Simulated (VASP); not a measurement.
Write the native input for VASP 6.6.1 that does the following.

| Item | Value |
| --- | --- |
| Task | relaxation of cell and atoms |
| Functional | PBE |
| Potentials or basis | VASP PAW PBE potentials, release 64 (Sn_d, Te, S) |
| Cutoff | 600 eV |
| k mesh | 6 × 6 × 6 |
| Occupations | gaussian, width 0.1 eV |
| Spin | no spin polarisation |
| Dipole correction | no |
| Further INCAR settings | ALGO = Normal; EDIFF = 1e-07; IBRION = 2; EDIFFG = -0.04; NSW = 90; ISIF = 3 |

The structure of Sn2TeS3 lies in POSCAR:

```
Sn2TeS3
1.0
    2.7626649382      1.5950253457      5.4166685910
   -2.7626649382      1.5950253457      5.4166685910
    0.0000000000     -3.1900506915      5.4166685910
Sn Te S
2 1 3
Direct
    0.0902833965      0.0902833965      0.0902833965
    0.9097166035      0.9097166035      0.9097166035
    0.5000000000      0.5000000000      0.5000000000
    0.0000000000      0.5000000000      0.5000000000
    0.5000000000      0.0000000000      0.5000000000
    0.5000000000      0.5000000000      0.0000000000
```

The cell was generated, and may not be a known phase.

One way to write it, as run:

INCAR

```
ALGO = Normal ; EDIFF = 1E-7
EDIFFG = -0.04 ; ENCUT = 600
GGA = PE ; IBRION = 2
ISIF = 3 ; ISMEAR = 0
LASPH = True ; LCHARG = False
LREAL = False ; LWAVE = False
NELM = 100 ; NSW = 90
PREC = Accurate ; SIGMA = 0.1
```

KPOINTS

```
k-points
0
Gamma
  6 6 6
```

Potentials or basis: VASP PAW PBE potentials, release 64 (Sn_d, Te, S).

Command:

```bash
$ cat potpaw_PBE.64/Sn_d/POTCAR potpaw_PBE.64/Te/POTCAR potpaw_PBE.64/S/POTCAR > POTCAR
$ mpirun -np 1 vasp_std > vasp.out
```

It gave:

```json
{
 "Relaxed volume": "26.37 Å³/atom",
 "Relaxed cell": "a = 7.964 Å, b = 7.964 Å, c = 7.964 Å, α = 36.28°, β = 36.28°, γ = 36.28°",
 "Space group after relaxing (to 0.1 Å)": "R-3m (No. 166)",
 "Energy gained by relaxing": "211.3 meV/atom",
 "Ionic steps": "17",
 "Pressure after relaxing": "-0.1 GPa",
 "Largest force after relaxing": "0.019 eV/Å",
 "Band gap on the k mesh": "zero (bands 26 and 27 overlap by 2.37 eV)"
}
```

Caveat: a cell axis changed by over 15 % at a fixed basis, so the end point is rough; spin-orbit coupling is left out, which moves the levels of the heavy elements.

Wall time 24 min on 1 thread of AMD EPYC 9R45 96-Core Processor (Zen 5), on a shared host, peak memory 0.45 GiB.
